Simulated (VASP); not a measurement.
# N (P1) in VASP: notebook, part 2 of 2

VASP 6.6.1. Earlier steps stand in the parts before.

**3. Single point, PBE+D3(BJ)**

Input file INCAR:

```
ALGO = Normal
EDIFF = 1E-7
ENCUT = 520
GGA = PE
ISIF = 2
ISMEAR = -1
IVDW = 12
LASPH = True
LCHARG = False
LREAL = Auto
LWAVE = False
NBANDS = 54
NELM = 100
PREC = Accurate
SIGMA = 0.02
```

Input file KPOINTS:

```
Automatic mesh
0
Gamma
  2 2 2
  0.5 0.5 0.5
```

Input file POSCAR:

```
N
1.0
   -5.8151017200      5.8151017200      0.0000000000
    0.0000000000      5.8151017200     -5.8151017200
   -5.8151017200      0.0000000000     -5.8151017200
N
16
Direct
    0.5423849232      0.5735370868      0.4239145966
    0.0717791399      0.0428128366      0.9407419274
    0.0262486380      0.8870382236      0.5310420434
    0.4730597387      0.4000283421     -0.0233388007
    0.8663155423      0.5647639815      0.5278834572
    0.4499613465      0.0130444838     -0.0028601391
    0.5155104148      0.0746940502      0.5367215657
    0.0570779353      0.5376427018     -0.0551397061
    0.9652155319      1.0207225575      0.0947174317
    0.5516814932      0.4506653755      0.5666356598
    0.4674447896      0.5281431259      0.9921018200
    0.9686705016      0.0360372888      0.5456732578
    0.6087197044      0.9737884688      0.9054292175
    0.0102237249      0.4421251981      0.5348623549
    0.9551255107      0.4898351116      0.9430763663
    0.4705808482      0.9651211226      0.5385390748
```

Potentials or basis: VASP PAW PBE potentials, release 64 (N).

The run is started by

```console
cat potpaw_PBE.64/N/POTCAR > POTCAR
mpirun -np 1 vasp_std > vasp.out
```

OUTCAR:

```text
EDIFF = 1E-7
   ENCUT = 520
   GGA = PE
   ISIF = 2
   ISMEAR = -1
   IVDW = 12
   LASPH = True
   LREAL = Auto
   NELM = 100
   PREC = Accurate
 IVDW          = 12

 ion  position               nearest neighbor table
   1  0.542  0.574  0.424-  10 1.11
   2  0.072  0.043  0.941-   9 1.11
   3  0.026  0.887  0.531-  12 1.12
   4  0.473  0.400  0.977-  11 1.10
   5  0.866  0.565  0.528-  14 1.11
   6  0.450  0.013  0.997-  13 1.10
[... 8 lines left out ...]
  15  0.955  0.490  0.943-   8 1.10
  16  0.471  0.965  0.539-   7 1.12

  LATTYP: Found a face centered cubic cell.
 ALAT       =    11.6302034400

  Lattice vectors:

 A1 = (  -5.8151017200,   5.8151017200,   0.0000000000)
 A2 = (   0.0000000000,   5.8151017200,  -5.8151017200)
 A3 = (  -5.8151017200,   0.0000000000,  -5.8151017200)

Analysis of symmetry for initial positions (statically):
=====================================================================
 Subroutine PRICEL returns:
 Original cell was already a primitive cell.

 Routine SETGRP: Setting up the symmetry group for a
 face centered cubic supercell.

 Subroutine GETGRP returns: Found  1 space group operations
 (whereof  1 operations were pure point group operations)
 out of a pool of 48 trial point group operations.

The static configuration has the point symmetry C_1 .

Analysis of symmetry for dynamics (positions and initial velocities):
=====================================================================
 Subroutine PRICEL returns:
 Original cell was already a primitive cell.

 Routine SETGRP: Setting up the symmetry group for a
 face centered cubic supercell.

 Subroutine GETGRP returns: Found  1 space group operations
 (whereof  1 operations were pure point group operations)
 out of a pool of 48 trial point group operations.

The dynamic configuration has the point symmetry C_1 .

[... 139 lines left out ...]
  Fermi-wavevector in a.u.,A,eV,Ry     =   0.962803  1.819434 12.612464  0.926990
  Thomas-Fermi vector in A             =   2.092294
   LORBIT       =      0    0 simple, 1 ext, 2 COOP (PROOUT), +10 PAW based schemes
   GGA     = PE    functional components
   LHFCALC =     F    Hartree Fock is set to
   AEXX    =    0.0000 exact exchange contribution
   IVDW    =    12    specifies the selected vdW correction
   LEPSILON=     F    determine dielectric tensor
   LRPA    =     F    only Hartree local field effects (RPA)
 non-spin polarized calculation
  energy-cutoff  :      520.00
  volume of cell :      393.28
 maximum number of plane-waves:     10594
 NGX is ok and might be reduce to    64
   NGX = 31   NGY = 31   NGZ = 31

 number of electron      80.0000001 magnetization

 Free energy of the ion-electron system (eV)
  ---------------------------------------------------
  ext. energy  EPLUGINS =         0.00000000
  ---------------------------------------------------
  free energy    TOTEN  =      -133.07710051 eV

  energy without entropy =     -133.07710051  energy(sigma->0) =     -133.07710051

 E-fermi :  -6.1108     XC(G=0):  -6.1040

 val. band max:       -6.6229916828   @ k =   0.2500   0.2500  -0.2500
 cond. band min:       0.5484364002   @ k =   0.0000   0.0000  -0.2500
 fundamental gap:      7.1714280830
 Fermi energy:        -6.1108156423

 k-point     1 :       0.2500    0.2500    0.2500
  band No.  band energies     occupation
      1     -25.3266      2.00000
      2     -25.1831      2.00000
      3     -25.1149      2.00000
      4     -25.0493      2.00000
      5     -25.0181      2.00000
      6     -24.9611      2.00000
[... 869 lines left out ...]
     51       1.2677      0.00000
     52       1.3325      0.00000
 [bands above 52 left out]

------------------------ aborting loop because EDIFF is reached ----------------------------------------

 Edisp (eV)   -0.78993

 E8    (eV) :    -0.1870

  FORCE on cell =-STRESS in cart. coord.  units (eV):
  Direction    XX          YY          ZZ          XY          YZ          ZX
  --------------------------------------------------------------------------------------
  -------------------------------------------------------------------------------------
  Total       1.40508     2.80795     1.75068    -1.08638     0.81551     0.45987
  in kB       5.72412    11.43925     7.13206    -4.42578     3.32228     1.87345
  external pressure =        8.10 kB  Pullay stress =        0.00 kB

 VOLUME and BASIS-vectors are now :
 -----------------------------------------------------------------------------
  energy-cutoff  :      520.00
  volume of cell :      393.28
      direct lattice vectors                 reciprocal lattice vectors
    -5.815101720  5.815101720  0.000000000    -0.085983019  0.085983019  0.085983019
     0.000000000  5.815101720 -5.815101720     0.085983019  0.085983019 -0.085983019
    -5.815101720  0.000000000 -5.815101720    -0.085983019 -0.085983019 -0.085983019

 POSITION                                       TOTAL-FORCE (eV/Angst)
 -----------------------------------------------------------------------------------
     -5.61913      6.48920     -5.80028         0.478960      0.278992      0.083516
     -5.88791      0.66636     -5.71947         0.252906      0.634542      0.723875
     -3.24070      5.31086     -8.24628         0.196258      0.453371     -0.663741
     -8.43027      5.07710     -8.00559        -0.029759     -1.443340      1.583082
     -8.10741      8.32187     -6.35386        -0.037629      0.092270     -0.044678
     -8.41504      2.69243     -5.87432         0.548075     -1.045838     -1.133841
[... 8 lines left out ...]
    -11.03824      8.40259     -8.33253         1.288238     -1.907916      0.597108
     -5.86813      8.34875     -8.74394        -0.318904      1.262211     -0.887471
 -----------------------------------------------------------------------------------
    total drift:                               -0.000720     -0.001069     -0.000141

  FREE ENERGIE OF THE ION-ELECTRON SYSTEM (eV)
  ---------------------------------------------------
  free  energy   TOTEN  =      -133.8670326682 eV

  energy  without entropy=     -133.8670326682  energy(sigma->0) =     -133.86703267
```

OSZICAR:

```text
N       E                     dE             d eps       ncg     rms          rms(c)
DAV:   1     0.572332396061E+03    0.57233E+03   -0.35846E+04  1736   0.124E+03
DAV:   2    -0.741792744166E+02   -0.64651E+03   -0.62831E+03  2408   0.297E+02
DAV:   3    -0.138450855423E+03   -0.64272E+02   -0.63769E+02  2040   0.101E+02
DAV:   4    -0.139625736519E+03   -0.11749E+01   -0.11687E+01  1968   0.156E+01
DAV:   5    -0.139675278725E+03   -0.49542E-01   -0.49516E-01  2598   0.251E+00    0.223E+01
DAV:   6    -0.134350678751E+03    0.53246E+01   -0.78601E+00  1952   0.111E+01    0.128E+01
DAV:   7    -0.133112447304E+03    0.12382E+01   -0.54477E+00  2074   0.931E+00    0.349E+00
DAV:   8    -0.133079742954E+03    0.32704E-01   -0.49579E-01  2142   0.298E+00    0.587E-01
DAV:   9    -0.133077121642E+03    0.26213E-02   -0.21240E-02  2154   0.613E-01    0.250E-01
DAV:  10    -0.133077188092E+03   -0.66450E-04   -0.96331E-04  2142   0.180E-01    0.806E-02
DAV:  11    -0.133077126648E+03    0.61445E-04   -0.22826E-04  2284   0.875E-02    0.308E-02
DAV:  12    -0.133077113517E+03    0.13131E-04   -0.60529E-05  2142   0.406E-02    0.133E-02
DAV:  13    -0.133077102061E+03    0.11456E-04   -0.81209E-06  2170   0.259E-02    0.715E-03
DAV:  14    -0.133077100291E+03    0.17699E-05   -0.63473E-06  2412   0.166E-02    0.308E-03
DAV:  15    -0.133077100562E+03   -0.27093E-06   -0.19954E-06  2142   0.748E-03    0.220E-03
DAV:  16    -0.133077100514E+03    0.47658E-07   -0.21677E-07  1524   0.261E-03
   1 F= -.13386703E+03 E0= -.13386703E+03  d E =-.249204E-11
```

Run time: 7.9 min. Hardware: 1 thread of Intel Xeon Platinum 8488C (Sapphire Rapids), shared host; peak memory 0.62 GiB.

What came out:

- Free energy: -133.8670 eV
- Pressure: 0.8 GPa
- Largest force: 2.378 eV/Å
- Band gap on the k mesh: 7.17 eV (least direct gap 7.18 eV)
- Dispersion energy per atom: -0.049 eV

Forces on the atoms (eV/Å):
```
N    0.479  0.279  0.084
N    0.253  0.635  0.724
N    0.196  0.453 -0.664
N   -0.030 -1.443  1.583
N   -0.038  0.092 -0.045
N    0.548 -1.046 -1.134
N    0.427 -1.253  0.946
N   -1.298  1.856 -0.661
N   -0.237 -0.732 -0.702
N   -0.266 -0.343  0.028
N   -0.119  1.492 -1.745
N   -0.180 -0.285  0.759
N   -0.649  0.891  1.037
N   -0.055  0.050  0.079
N    1.288 -1.908  0.597
N   -0.319  1.262 -0.887
```

Levels at points of the mesh, in eV from the valence-band top:
```
           k point  band 37  band 38  band 39  band 40  band 41  band 42  band 43  band 44
(0.25, 0.25, 0.25)    -0.27    -0.16    -0.11    -0.04     7.20     7.23     7.35     7.49
```

Caveat: the standard files for N, O and F lose accuracy on very short bonds; the atoms stand as in a frame of molecular dynamics; a shifted mesh leaves out Γ, where band edges can lie; forces of over 1 eV/Å act on the atoms, so gaps and moduli don't describe the material at rest.

**4. Single point, PBE+D3(BJ)**

Input file INCAR:

```
PREC = Accurate
ENCUT = 520
EDIFF = 1E-6
ISMEAR = -1
SIGMA = 0.02
LREAL = Auto
LASPH = True
NELM = 100
ALGO = Normal
ISIF = 2
LWAVE = False
LCHARG = False
GGA = PE
IVDW = 12
NBANDS = 54
```

KPOINTS is that of step 3.

Input file POSCAR:

```
N
1.0
   -5.8151017200      5.8151017200      0.0000000000
    0.0000000000      5.8151017200     -5.8151017200
   -5.8151017200      0.0000000000     -5.8151017200
N
16
Direct
    0.5360506402      0.5973725254      0.4209209259
    0.0821023471      0.0322669334      0.9759426014
    0.0380892735      0.8939031938      0.5075897451
    0.4484021304      0.3975935609     -0.0024835335
    0.8894032726      0.5824177569      0.5234908427
    0.4613256361     -0.0031229892     -0.0014172581
    0.5046750068      0.1011341724      0.5065502964
    0.0537983710      0.5432224838     -0.0924663103
    0.9492950882      1.0396365861      0.1102905041
    0.5691252981      0.4438659243      0.5265774611
    0.4617484146      0.5199860889      1.0040806303
    0.9986805527      0.0205305093      0.5510345570
    0.6197745411      0.9416339152      0.9145583785
   -0.0084553121      0.4264541911      0.5497884051
    0.9369368349      0.4939579974      0.9383295878
    0.4590478600      0.9691471055      0.5672131218
```

The run is started by

```console
cat potpaw_PBE.64/N/POTCAR > POTCAR
mpirun -np 1 vasp_std > vasp.out
```

It took 9.3 min on 1 thread of Intel Xeon Platinum 8488C (Sapphire Rapids), shared host; peak memory 0.62 GiB.

It converged, with:

```
Free energy                : -133.8495 eV
Pressure                   : 1.8 GPa
Largest force              : 3.186 eV/Å
Band gap on the k mesh     : 7.28 eV (least direct gap 7.31 eV)
Dispersion energy per atom : -0.049 eV
```

Forces in eV/Å, atoms in the order of the input:
```
N    1.069  0.887 -0.330
N    0.044  1.233  1.494
N   -0.005 -0.006  0.161
N    0.256 -2.084  1.983
N    0.698  0.284 -0.664
N    0.958 -1.371 -1.879
N    0.006 -0.519  0.233
N   -1.492  2.797 -0.323
N    0.014 -1.344 -1.439
N   -1.026 -0.907  0.329
N   -0.313  2.132 -2.043
N    0.016  0.123 -0.121
N   -0.999  1.326  1.800
N   -0.704 -0.225  0.705
N    1.420 -2.820  0.266
N    0.058  0.495 -0.171
```

Stress tensor (GPa, compression positive):
```
 1.00 -0.57 -0.45
-0.57  2.56 -0.08
-0.45 -0.08  1.91
```

Levels at points of the mesh, in eV from the valence-band top:
```tsv
k point	band 36	band 37	band 38	band 39	band 40	band 41	band 42	band 43	band 44	band 45
(0.25, 0.25, 0.25)	-0.35	-0.27	-0.20	-0.08	-0.03	7.28	7.36	7.41	7.55	7.61
```

Caveat: the standard files for N, O and F lose accuracy on very short bonds; the atoms stand as in a frame of molecular dynamics; a shifted mesh leaves out Γ, where band edges can lie; forces of over 1 eV/Å act on the atoms, so gaps and moduli don't describe the material at rest. A k mesh can miss the band edges.

**5. Summary**

```csv
cell,gap on the mesh (eV),pressure (GPa),largest force (eV/Å)
"as given, atomic positions A",7.31,0.8,1.72
"as given, atomic positions B",7.17,0.8,2.38
"as given, atomic positions C",7.28,1.8,3.19
```

Alike in all rows: task single point; level PBE+D3(BJ); potentials or basis VASP PAW PBE potentials, release 64 (N); no spin polarisation; k mesh 2 × 2 × 2, shifted; cutoff (eV) 520; smearing fermi-dirac 0.02 eV.

Caveats: the standard files for N, O and F lose accuracy on very short bonds; the atoms stand as in a frame of molecular dynamics; a shifted mesh leaves out Γ, where band edges can lie; forces of over 1 eV/Å act on the atoms, so gaps and moduli don't describe the material at rest.

Absolute energies hang on the potentials; compare differences alone.
